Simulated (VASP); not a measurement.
Wanted: the native input for a VASP 6.6.1 run.

```yaml
Task: single point
Functional: PBE
Potentials_or_basis: VASP PAW PBE potentials, release 64 (Re, Sb)
Cutoff: 520 eV
k_mesh: 15 × 15 × 15
Occupations: gaussian, width 0.15 eV
Spin: no spin polarisation
Dipole_correction: no
Further_INCAR_settings: ALGO = Normal; EDIFF = 1e-07; NBANDS = 13
```

The structure of ReSb (zincblende type) lies in POSCAR:

```
ReSb
1.0
    0.0000000000      3.0132607878      3.0132607878
    3.0132607878      0.0000000000      3.0132607878
    3.0132607878      3.0132607878      0.0000000000
Re Sb
1 1
Direct
    0.0000000000      0.0000000000      0.0000000000
    0.2500000000      0.2500000000      0.2500000000
```

One way to write it, as run:

INCAR

```
SYSTEM = ReSb
PREC = Accurate
ENCUT = 520
EDIFF = 1E-7
ISMEAR = 0
SIGMA = 0.15
LREAL = .FALSE.
LASPH = .TRUE.
NELM = 80
ALGO = Normal
ISIF = 2
LWAVE = .FALSE.
LCHARG = .FALSE.
GGA = PE
NBANDS = 13
```

KPOINTS

```
regular mesh
0
G
  15 15 15
  0 0 0
```

Potentials or basis: VASP PAW PBE potentials, release 64 (Re, Sb).

Launch:

```bash
$ cat potpaw_PBE.64/Re/POTCAR potpaw_PBE.64/Sb/POTCAR > POTCAR
$ mpirun -np 1 vasp_std > vasp.out
```

It gave:

```
Pressure               : -0.2 GPa
Band gap on the k mesh : zero (bands 6 and 7 overlap by 0.06 eV)
```

Caveat: spin-orbit coupling is left out, which moves the levels of the heavy elements.

Wall time 34 s on 1 thread of Intel(R) Xeon(R) Platinum 8488C (Sapphire Rapids), on a shared host, peak memory 0.24 GiB.
